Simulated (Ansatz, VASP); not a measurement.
# Re in VASP and in Ansatz

File INCAR:

```
PREC = Accurate ; ENCUT = 520
EDIFF = 1E-6 ; ISMEAR = 0
SIGMA = 0.15 ; LREAL = F
LASPH = T ; NELM = 100
ALGO = Normal ; ISIF = 2
LWAVE = F ; LCHARG = F
GGA = PS ; NBANDS = 10
```

Contents of KPOINTS:

```
regular mesh
0
Gamma
  20 20 20
```

The input POSCAR:

```
Re
1.0
    0.0000000000      1.9750000000      1.8762500000
    1.9750000000      0.0000000000      1.8762500000
    1.9750000000      1.9750000000      0.0000000000
Re
1
Direct
    0.0000000000      0.0000000000      0.0000000000
```

Input for Ansatz:

```yaml
crystal:
  lattice:
    - [0.0, 1.975, 1.87625]
    - [1.975, 0.0, 1.87625]
    - [1.975, 1.975, 0.0]
  atoms:
    - { symbol: Re, position: [0.0, 0.0, 0.0] }
basis:
  ecutwfc: 420
kpoints:
  mp_grid: { grid: [20, 20, 20] }
hamiltonian:
  xc: pbesol
scf:
  occupations: { method: gaussian, width: 0.15 }
output:
  forces: true
  stress: true
  eigenvalues: true
```

Change from the starting cell: strain +0.000 along x and y, -0.050 along z, atoms carried along.

Alike in both runs: task single point; functional PBEsol; k mesh 20 × 20 × 20; occupations gaussian, width 0.15 eV; no spin polarisation.

|  | VASP | Ansatz |
| --- | --- | --- |
| version | VASP 6.6.1 | Ansatz 0.2.0 |
| potentials or method | VASP PAW PBE potentials, release 64 (Re), cutoff 520 eV | scalar-relativistic, plane waves, PAW |
| valence electrons in the cell | 7 | 15 |

|  | VASP | Ansatz | Ansatz less VASP |
| --- | --- | --- | --- |
| gap on the k mesh at the Fermi level (eV) | none | none | - |
| pressure (GPa) | -0.6 | -0.5 | +0.06 |
| traceless stress, the component that is largest in VASP (GPa) | 9.30 | 9.34 | +0.037 |

VASP's potentials were made for PBE, not for PBEsol. A gap of «none» marks a metal or a gap that the smearing closes. VASP's potentials hold 7 valence electrons a cell and Ansatz's 15, so a difference there can come from the potentials and not from the codes.

Spin-orbit coupling is off throughout.
